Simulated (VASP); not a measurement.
Set up this calculation in VASP 6.6.1, as the native input.

| Item | Value |
| --- | --- |
| Task | single point |
| Functional | PBEsol |
| Potentials or basis | VASP PAW PBE potentials, release 64 (Sn_d, O) |
| Cutoff | 600 eV |
| k mesh | 7 × 7 × 7 |
| Occupations | fermi-dirac, width 0.05 eV |
| Spin | no spin polarisation |
| Dipole correction | no |
| Further INCAR settings | ALGO = Normal; EDIFF = 1e-06; NBANDS = 64 |

The structure of SnO2 lies in POSCAR:

```
SnO2
1.0
   -5.3410045816      5.3410045816      1.5985006840
    5.3410045816     -5.3410045816      1.5985006840
    5.3410045816      5.3410045816     -1.5985006840
Sn O
4 8
Direct
    0.3492197308      0.8340236160      0.1832433467
    0.8340236160      0.6507802692      0.4848038852
    0.1659763840      0.3492197308      0.5151961148
    0.6507802692      0.1659763840      0.8167566533
    0.2091778287      0.1559221638      0.3650999924
    0.8440778362      0.2091778287      0.0532556649
    0.7908221713      0.8440778362      0.6349000076
    0.1559221638      0.7908221713      0.9467443351
    0.1602534903      0.5411743646      0.7014278550
    0.5411743646      0.8397465097      0.3809208743
    0.4588256354      0.1602534903      0.6190791257
    0.8397465097      0.4588256354      0.2985721450
```

The input as run:

INCAR

```
SYSTEM = SnO2
ALGO     = Normal         ! electronic algorithm
EDIFF    = 1E-6           ! SCF threshold, eV
ENCUT    = 600            ! plane-wave cutoff, eV
GGA      = PS             ! functional
GGA_COMPAT= .FALSE.      
ISIF     = 2              ! what is computed and relaxed
ISMEAR   = -1             ! smearing method
LASPH    = .TRUE.         ! aspherical terms in the spheres
LCHARG   = .TRUE.         ! write CHGCAR
LELF     = .TRUE.         ! ELF
LREAL    = .FALSE.        ! projectors in reciprocal space
LVHAR    = .TRUE.       
LWAVE    = .FALSE.        ! write WAVECAR
NBANDS   = 64             ! bands
NELM     = 120            ! most SCF steps
PREC     = Accurate       ! precision mode
SIGMA    = 0.05           ! smearing width, eV
```

KPOINTS

```
k-points
0
G
  7 7 7
  0 0 0
```

Potentials or basis: VASP PAW PBE potentials, release 64 (Sn_d, O).

Launch:

```sh
$ cat potpaw_PBE.64/Sn_d/POTCAR potpaw_PBE.64/O/POTCAR > POTCAR
$ mpirun -np 1 vasp_std > vasp.out
```

It gave:

| Property | Result |
| --- | --- |
| Pressure | 0.4 GPa |
| Largest force | 0.052 eV/Å |
| Band gap on the k mesh | 1.89 eV (least direct gap 2.08 eV) |

Caveat: the PAW data sets were made with another functional, which shifts forces and pressure a little; spin-orbit coupling is left out, which moves the levels of the heavy elements.

Wall time 18 min on 1 thread of Intel(R) Xeon(R) Platinum 8488C (Sapphire Rapids) (shared host), peak memory 0.87 GiB.
